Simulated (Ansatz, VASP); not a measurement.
SiNi3 in VASP and in Ansatz

```
CELL_PARAMETERS angstrom
-3.60481 -3.60481 0.00000
-3.60481 3.60481 0.00000
0.00000 0.00000 -3.60481
ATOMIC_POSITIONS crystal
Ni 0.75000 0.25000 0.50000
Ni 0.25000 0.75000 0.50000
Ni 0.75000 0.75000 0.50000
Ni 0.25000 0.25000 0.50000
Ni 0.00000 0.50000 0.00000
Ni 0.50000 0.00000 0.00000
Si 0.00000 0.00000 0.00000
Si 0.50000 0.50000 0.00000
```

Alike in both runs: task single point; functional PBE; k mesh 4 × 4 × 5; collinear spin; Hubbard terms Ni d U = 1.17 eV.

```csv
,VASP,Ansatz
version,VASP 6.6.1,Ansatz 0.2.0
potentials or method,"VASP PAW PBE potentials, release 64 (Ni, Si), cutoff 520 eV",PAW plane waves
occupations,"fermi-dirac, width 0.1 eV",fermi-dirac
valence electrons in the cell,68,116
```

|  | VASP | Ansatz | Ansatz less VASP |
| --- | --- | --- | --- |
| gap on the k mesh at the Fermi level (eV) | none | none | - |
| pressure (GPa) | -16.1 | -15.2 | +0.86 |

The programs project onto different local orbitals, so the same U acts differently, and such runs can settle in different states. A gap of «none» marks a metal or a gap that the smearing closes. VASP's potentials hold 68 valence electrons a cell and Ansatz's 116, so a difference there can come from the potentials and not from the codes. Ansatz's warnings: filled band counts differ across k points, no starting moments.
